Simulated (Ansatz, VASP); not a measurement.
# V: VASP beside Ansatz

POSCAR

```
V
1.0
   -1.4917693513      1.4917693513      1.4917693513
    1.4917693513     -1.4917693513      1.4917693513
    1.4917693513      1.4917693513     -1.4917693513
V
1
Direct
    0.0000000000      0.0000000000      0.0000000000
```

The input INCAR.step1:

```
SYSTEM = V
PREC = Accurate ; ENCUT = 520
ISMEAR = 1 ; SIGMA = 0.3
LREAL = .False. ; LASPH = .True.
NELM = 80 ; NBANDS = 12
GGA = PE ; ALGO = Normal
EDIFF = 1E-4 ; LWAVE = .True.
LCHARG = .False.
```

File INCAR.step2:

```
SYSTEM = V
PREC = Accurate ; ENCUT = 520
EDIFF = 1E-6 ; ISMEAR = 1
SIGMA = 0.3 ; LREAL = .False.
LASPH = .True. ; NELM = 80
ALGO = Normal ; ISIF = 2
LWAVE = .False. ; LCHARG = .True.
METAGGA = R2SCAN ; LMIXTAU = .True.
LELF = .True. ; LVHAR = .True.
NBANDS = 12 ; ISTART = 1
```

The input KPOINTS:

```
Automatic mesh
0
Gamma
  15 15 15
  0 0 0
```

Input for Ansatz:

```yaml
crystal:
  lattice:
    - [-1.4917693513, 1.4917693513, 1.4917693513]
    - [1.4917693513, -1.4917693513, 1.4917693513]
    - [1.4917693513, 1.4917693513, -1.4917693513]
  atoms:
    - { symbol: V, position: [0.0, 0.0, 0.0] }
hamiltonian:
  xc: r2scan
  pseudopotentials:
    kind: paw
    azcp:
      V: "pseudopotentials/V.paw.azcp"
basis:
  ecutwfc: 500
  fft_grid_basis: typed
kpoints:
  mp_grid: { grid: [15, 15, 15], shift: [0, 0, 0] }
magnetization:
  spin_polarized: false
scf:
  occupations: { method: methfessel_paxton, width: 0.3 }
  lower_state_search: "off"
output:
  stress: true
```

Alike in both runs: task single point; functional r2SCAN; k mesh 15 × 15 × 15; occupations methfessel-paxton of order 1, width 0.3 eV; no spin polarisation.

```csv
,VASP,Ansatz
version,VASP 6.6.1,Ansatz 0.2.0
potentials or method,"VASP PAW PBE potentials, release 64 (V_sv), cutoff 520 eV","plane waves (500 eV) with PAW, scalar-relativistic"
valence electrons in the cell,13,13
```

Ansatz gave:

| Item | Value |
| --- | --- |
| pressure (GPa) | -0.4 |

Question: What did VASP give for the same quantities?

Answer: Pressure (GPa): 0.3.

VASP's potentials were made for PBE, not for r2SCAN.
